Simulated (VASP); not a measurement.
# Al (P6_3/mmc) in VASP: notebook, part 2 of 2

VASP 6.6.1. Earlier steps stand in the parts before.

## (5) Single point, PBEsol+D3(BJ) (14.68 Å³/atom)

This run uses another cell than the first one, of 14.68 Å³/atom.

Input file INCAR:

```
SYSTEM = Al
PREC = Accurate
ENCUT = 520
EDIFF = 1E-6
ISMEAR = 0
SIGMA = 0.1
LREAL = .FALSE.
LASPH = .TRUE.
NELM = 100
ALGO = Normal
ISIF = 2
LWAVE = .FALSE.
LCHARG = .TRUE.
GGA = PS
IVDW = 12
LELF = .TRUE.
LVHAR = .TRUE.
NBANDS = 14
```

Input file KPOINTS:

```
Automatic mesh
0
G
  18 18 6
  0 0 0
```

Input file POSCAR:

```
Al
1.0
    2.7439365484      0.0000000000      0.0000000000
   -1.3719682742      2.3763187573      0.0000000000
    0.0000000000      0.0000000000      9.0051668187
Al
4
Direct
    0.0000000000      0.0000000000      0.0000000000
    0.3333333333      0.6666666667      0.2500000000
    0.0000000000      0.0000000000      0.5000000000
    0.6666666667      0.3333333333      0.7500000000
```

Potentials or basis: VASP PAW PBE potentials, release 64 (Al).

The run is started by

```sh
> cat potpaw_PBE.64/Al/POTCAR > POTCAR
> mpirun -np 1 vasp_std > vasp.out
```

OUTCAR:

```text
SYSTEM = Al
   PREC = Accurate
   ENCUT = 520
   EDIFF = 1E-6
   ISMEAR = 0
   LREAL = .FALSE.
   LASPH = .TRUE.
   NELM = 100
   ISIF = 2
   GGA = PS
   IVDW = 12
 IVDW          = 12

 ion  position               nearest neighbor table
   1  0.000  0.000  0.000-   2 2.75   4 2.75   4 2.75   2 2.75   4 2.75   2 2.75
   2  0.333  0.667  0.250-   1 2.75   3 2.75   1 2.75   3 2.75   1 2.75   3 2.75
   3  0.000  0.000  0.500-   2 2.75   4 2.75   4 2.75   2 2.75   4 2.75   2 2.75
   4  0.667  0.333  0.750-   1 2.75   3 2.75   1 2.75   3 2.75   1 2.75   3 2.75

  LATTYP: Found a hexagonal cell.
 ALAT       =     2.7439365484
 C/A-ratio  =     3.2818422219

  Lattice vectors:

 A1 = (   2.7439365484,   0.0000000000,   0.0000000000)
 A2 = (  -1.3719682742,   2.3763187573,   0.0000000000)
 A3 = (   0.0000000000,   0.0000000000,   9.0051668187)

Analysis of symmetry for initial positions (statically):
=====================================================================
 Subroutine PRICEL returns:
 Original cell was already a primitive cell.

 Routine SETGRP: Setting up the symmetry group for a
 hexagonal supercell.

 Subroutine GETGRP returns: Found 24 space group operations
[... 192 lines left out ...]
     13      21.8258      0.00000
     14      21.8986      0.00000
[... 377 lines left out ...]
      1       2.5553      2.00000
      2       4.2513      2.00000
      3       4.2589      2.00000
      4       5.2912      2.00000
      5       7.0848      2.00000
      6       7.0864      2.00000
      7       9.1524      1.50742
      8       9.8284      0.00000
      9      11.6598      0.00000
     10      11.8216      0.00000
     11      13.3075      0.00000
     12      13.8381      0.00000
     13      14.2850      0.00000
     14      17.7704      0.00000

 [... further k-points ...]

------------------------ aborting loop because EDIFF is reached ----------------------------------------

 Edisp (eV)   -1.42997

 E8    (eV) :    -0.9630

  FORCE on cell =-STRESS in cart. coord.  units (eV):
  Direction    XX          YY          ZZ          XY          YZ          ZX
  --------------------------------------------------------------------------------------
  -------------------------------------------------------------------------------------
  Total       2.36234     2.36234     2.34349     0.00000     0.00000     0.00000
  in kB      64.45887    64.45887    63.94462     0.00000     0.00000     0.00000
  external pressure =       64.29 kB  Pullay stress =        0.00 kB

 VOLUME and BASIS-vectors are now :
 -----------------------------------------------------------------------------
  energy-cutoff  :      520.00
  volume of cell :       58.72
      direct lattice vectors                 reciprocal lattice vectors
     2.743936548  0.000000000  0.000000000     0.364439914  0.210409483  0.000000000
    -1.371968274  2.376318757  0.000000000     0.000000000  0.420818965  0.000000000
     0.000000000  0.000000000  9.005166819     0.000000000  0.000000000  0.111047360

 POSITION                                       TOTAL-FORCE (eV/Angst)
 -----------------------------------------------------------------------------------
      0.00000      0.00000      0.00000         0.000000      0.000000      0.000000
     -0.00000      1.58421      2.25129        -0.000000      0.000000      0.000000
      0.00000      0.00000      4.50258         0.000000      0.000000      0.000000
      1.37197      0.79211      6.75388         0.000000      0.000000      0.000000
 -----------------------------------------------------------------------------------
    total drift:                               -0.000000      0.000000     -0.000000

  FREE ENERGIE OF THE ION-ELECTRON SYSTEM (eV)
  ---------------------------------------------------
  free  energy   TOTEN  =       -17.5653785784 eV

  energy  without entropy=      -17.5575024619  energy(sigma->0) =      -17.56144052
```

OSZICAR:

```text
N       E                     dE             d eps       ncg     rms          rms(c)
DAV:   1     0.557972719833E+01    0.55797E+01   -0.42589E+03  4152   0.669E+02
DAV:   2    -0.155983377647E+02   -0.21178E+02   -0.19593E+02  5446   0.916E+01
DAV:   3    -0.162589621706E+02   -0.66062E+00   -0.65418E+00  5426   0.131E+01
DAV:   4    -0.162630313128E+02   -0.40691E-02   -0.40688E-02  4984   0.131E+00
DAV:   5    -0.162630770799E+02   -0.45767E-04   -0.45766E-04  5454   0.140E-01    0.324E+00
DAV:   6    -0.161866250960E+02    0.76452E-01   -0.64816E-03  4728   0.402E-01    0.183E+00
DAV:   7    -0.161362616506E+02    0.50363E-01   -0.14829E-02  4564   0.586E-01    0.279E-01
DAV:   8    -0.161354418241E+02    0.81983E-03   -0.41574E-04  5764   0.106E-01    0.769E-02
DAV:   9    -0.161354131482E+02    0.28676E-04   -0.34472E-05  5004   0.275E-02    0.159E-02
DAV:  10    -0.161354131260E+02    0.22197E-07   -0.98192E-07  4062   0.633E-03
   1 F= -.17565379E+02 E0= -.17561441E+02  d E =-.787612E-02
```

Wall time 2.1 min (1 thread of Intel Xeon 8259CL, shared host); peak memory 0.24 GiB.

Results:

```
Free energy                : -17.5654 eV
Pressure                   : 6.4 GPa
Band gap on the k mesh     : zero (bands 6 and 7 overlap by 5.69 eV)
Dispersion energy per atom : -0.357 eV
```

Levels at points of the mesh, in eV from the Fermi level:
| k point | band 3 | band 4 | band 5 | band 6 | band 7 | band 8 | band 9 | band 10 |
| --- | --- | --- | --- | --- | --- | --- | --- | --- |
| (0.00, 0.00, 0.00) | -10.13 | -5.08 | -4.59 | 3.60 | 3.61 | 11.67 | 11.67 | 11.70 |
| (0.50, 0.00, 0.00) | -4.22 | -4.21 | -3.41 | -3.40 | 0.80 | 1.18 | 1.53 | 1.88 |
| (0.00, 0.00, 0.50) | -7.90 | -7.90 | -0.97 | -0.97 | 8.75 | 8.75 | 11.95 | 11.95 |
| (0.50, 0.00, 0.50) | -5.09 | -5.09 | -1.96 | -1.96 | -1.25 | -1.25 | 4.85 | 4.85 |

Caveat: the cell stands under pressure; the PAW data sets were made with another functional, which shifts forces and pressure a little.

## (6) Single point, PBEsol+D3(BJ) (15.15 Å³/atom)

This run uses another cell than the first one, of 15.15 Å³/atom.

Input file INCAR:

```
SYSTEM = Al
ALGO = Fast ; EDIFF = 1E-7
ENCUT = 520 ; GGA = PS
ISIF = 2 ; ISMEAR = 0
IVDW = 12 ; LASPH = .True.
LCHARG = .False. ; LREAL = .False.
LWAVE = .False. ; NBANDS = 14
NELM = 80 ; PREC = Accurate
SIGMA = 0.1
```

Input file KPOINTS:

```
k-points
0
Gamma
  18 18 6
  0 0 0
```

Input file POSCAR:

```
Al
1.0
    2.7728222137      0.0000000000      0.0000000000
   -1.3864111068      2.4013344772      0.0000000000
    0.0000000000      0.0000000000      9.0999650147
Al
4
Direct
    0.0000000000      0.0000000000      0.0000000000
    0.3333333333      0.6666666667      0.2500000000
    0.0000000000      0.0000000000      0.5000000000
    0.6666666667      0.3333333333      0.7500000000
```

Potentials or basis: VASP PAW PBE potentials, release 64 (Al).

The run is started by

```sh
> cat potpaw_PBE.64/Al/POTCAR > POTCAR
> mpirun -np 1 vasp_std > vasp.out
```

It took 3.8 min on 1 thread of Intel Xeon 8259CL, shared host; peak memory 0.25 GiB.

The run converged. Its results:

* Free energy: -17.6200 eV
* Pressure: 3.0 GPa
* Band gap on the k mesh: zero (bands 6 and 7 overlap by 5.62 eV)
* Dispersion energy per atom: -0.346 eV

Levels at points of the mesh, in eV from the Fermi level:
| k point | band 3 | band 4 | band 5 | band 6 | band 7 | band 8 | band 9 | band 10 |
| --- | --- | --- | --- | --- | --- | --- | --- | --- |
| (0.00, 0.00, 0.00) | -9.94 | -4.95 | -4.54 | 3.53 | 3.54 | 11.42 | 11.42 | 11.49 |
| (0.50, 0.00, 0.00) | -4.13 | -4.11 | -3.39 | -3.35 | 0.81 | 1.21 | 1.46 | 1.81 |
| (0.00, 0.00, 0.50) | -7.76 | -7.76 | -0.96 | -0.96 | 8.60 | 8.60 | 11.74 | 11.74 |
| (0.50, 0.00, 0.50) | -5.01 | -5.01 | -1.93 | -1.93 | -1.23 | -1.23 | 4.80 | 4.80 |

Caveat: the PAW data sets were made with another functional, which shifts forces and pressure a little.

## (7) Overview

| cell | gap on the mesh (eV) | pressure (GPa) |
| --- | --- | --- |
| a = 2.890, b = 2.890, c = 9.499 Å, angles 90.0, 90.0, 120.0°, 4 atoms | none | -6.9 |
| a = 2.684, b = 2.684, c = 8.809 Å, angles 90.0, 90.0, 120.0°, 4 atoms | none | 15.2 |
| a = 2.714, b = 2.714, c = 8.908 Å, angles 90.0, 90.0, 120.0°, 4 atoms | none | 10.5 |
| a = 2.744, b = 2.744, c = 9.005 Å, angles 90.0, 90.0, 120.0°, 4 atoms | none | 6.4 |
| a = 2.773, b = 2.773, c = 9.100 Å, angles 90.0, 90.0, 120.0°, 4 atoms | none | 3.0 |

Alike in all rows: task single point; level PBEsol+D3(BJ); potentials or basis VASP PAW PBE potentials, release 64 (Al); no spin polarisation; k mesh 18 × 18 × 6; cutoff (eV) 520; smearing gaussian 0.1 eV.

Caveats: the PAW data sets were made with another functional, which shifts forces and pressure a little; the cell stands under pressure (at least some runs); the cell stands under tension (at least some runs).

Total energies depend on the potentials used, so only differences within one code and one set of settings carry meaning.
